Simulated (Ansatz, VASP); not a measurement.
## One calculation of Ir, two programs

```
Ir
1.0
     2.74811    0.00000    0.00000
    -1.37405    2.37993    0.00000
     0.00000    0.00000    6.67974
Ir
3
Direct
  0.00000 0.00000 0.00000
  0.33333 0.66667 0.33333
  0.66667 0.33333 0.66667
```

Alike in both runs: task relaxation of cell and atoms; functional PBE; k mesh 18 × 18 × 7; occupations gaussian, width 0.1 eV; no spin polarisation.

|  | VASP | Ansatz |
| --- | --- | --- |
| version | VASP 6.6.1 | Ansatz 0.2.0 |
| potentials or method | VASP PAW PBE potentials, release 64 (Ir), cutoff 600 eV | scalar-relativistic, plane waves, PAW |
| valence electrons in the cell | 27 | 51 |

Ansatz gave:

```
gap on the k mesh at the Fermi level, each at its own relaxed structure (eV) : none
relaxed volume (Å³/atom)                                                     : 14.50
relaxed cell length with the largest relative difference (Å)                 : 2.736
```

Problem. Which values does VASP return?

Solution. gap on the k mesh at the Fermi level, each at its own relaxed structure (eV): none; relaxed volume (Å³/atom): 14.52; relaxed cell length with the largest relative difference (Å): 2.738.

A gap of «none» marks a metal or a gap that the smearing closes. VASP's potentials hold 27 valence electrons a cell and Ansatz's 51, so a difference there can come from the potentials and not from the codes.

Spin-orbit coupling is off throughout. Noted on VASP's run: too few bands were computed for a metal, which touches its energy and stress.
